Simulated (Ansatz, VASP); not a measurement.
## H19C2NO8 in VASP and in Ansatz

```
CELL_PARAMETERS angstrom
6.88942 0.00000 0.00000
0.00000 6.88942 0.00000
0.00000 0.00000 6.88942
ATOMIC_POSITIONS crystal
O 0.12628 0.99879 0.95537
O 0.40798 0.23862 0.86599
O 0.28742 0.42389 0.16736
O 0.92679 0.32810 0.06444
O 0.75534 0.42481 0.71456
O 0.68370 0.94663 0.29491
O 0.06876 0.91854 0.34965
O 0.36272 0.14849 0.45305
H 0.24942 0.06641 0.91466
H 0.07059 0.94165 0.83933
H 0.54618 0.26261 0.84033
H 0.37117 0.32100 0.98685
H 0.14461 0.40646 0.14354
H 0.31993 0.34174 0.28100
H 0.87819 0.37749 0.93868
H 0.98002 0.19895 0.02995
H 0.70125 0.55793 0.71785
H 0.78643 0.40028 0.57839
H 0.57905 0.02404 0.35778
H 0.65031 0.94157 0.15739
H 0.92415 0.93869 0.34334
H 0.10427 0.91041 0.21078
H 0.37162 0.17059 0.59429
H 0.24244 0.06785 0.42994
H 0.12257 0.64038 0.79016
H 0.17303 0.70849 0.53806
H 0.25724 0.47736 0.64056
C 0.23028 0.63345 0.67052
C 0.40994 0.71988 0.73221
N 0.55874 0.78650 0.77690
```

Alike in both runs: functional PBEsol; k mesh 1 × 1 × 1; occupations fermi-dirac, width 0.05 eV; no spin polarisation.

Ansatz relaxed the structure, and its values are those at the end. VASP's run is a single point on that final structure, the one shown.

|  | VASP | Ansatz |
| --- | --- | --- |
| version | VASP 6.6.1 | Ansatz 0.2.0 |
| potentials or method | VASP PAW PBE potentials, release 64 (O, H, C, N), cutoff 520 eV | scalar-relativistic, plane waves, PAW |
| valence electrons in the cell | 80 | 80 |

|  | VASP | Ansatz | Ansatz less VASP |
| --- | --- | --- | --- |
| rms of the force components (eV/Å) | 0.090 | 0.087 | -0.0028 |

VASP's potentials were made for PBE, not for PBEsol.

Noted on VASP's run: the standard files for N, O and F lose accuracy on very short bonds.
